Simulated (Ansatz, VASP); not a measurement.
## One calculation of SiPd3Pt, two programs

```
Si Pd Pt
1.0
     4.86732    0.00000    0.00000
     0.00000    4.86732    0.00000
     0.00000    0.00000    4.86732
Si Pd Pt
1 3 1
Direct
  0.00000 0.00000 0.00000
  0.00000 0.50000 0.50000
  0.50000 0.00000 0.50000
  0.50000 0.50000 0.00000
  0.50000 0.50000 0.50000
```

Change from the starting cell: species swapped into the ErBRh3 type (Pm-3m, No. 221).

Alike in both runs: task relaxation of cell and atoms; functional PBE; k mesh 8 × 8 × 8; occupations gaussian, width 0.1 eV; no spin polarisation.

|  | VASP | Ansatz |
| --- | --- | --- |
| version | VASP 6.6.1 | Ansatz 0.2.0 |
| potentials or method | VASP PAW PBE potentials, release 64 (Si, Pd, Pt), cutoff 600 eV | scalar-relativistic, plane waves, PAW |
| valence electrons in the cell | 44 | 76 |

|  | VASP | Ansatz | Ansatz less VASP |
| --- | --- | --- | --- |
| gap on the k mesh at the Fermi level, each at its own relaxed structure (eV) | none | none | - |
| relaxed volume (Å³/atom) | 22.86 | 22.95 | +0.089 |
| relaxed length of the cell vector where the two differ most in proportion (Å) | 4.853 | 4.859 | +0.0063 |

A gap of «none» marks a metal or a gap that the smearing closes. VASP's potentials hold 44 valence electrons a cell and Ansatz's 76, so a difference there can come from the potentials and not from the codes.

Spin-orbit coupling is off throughout.
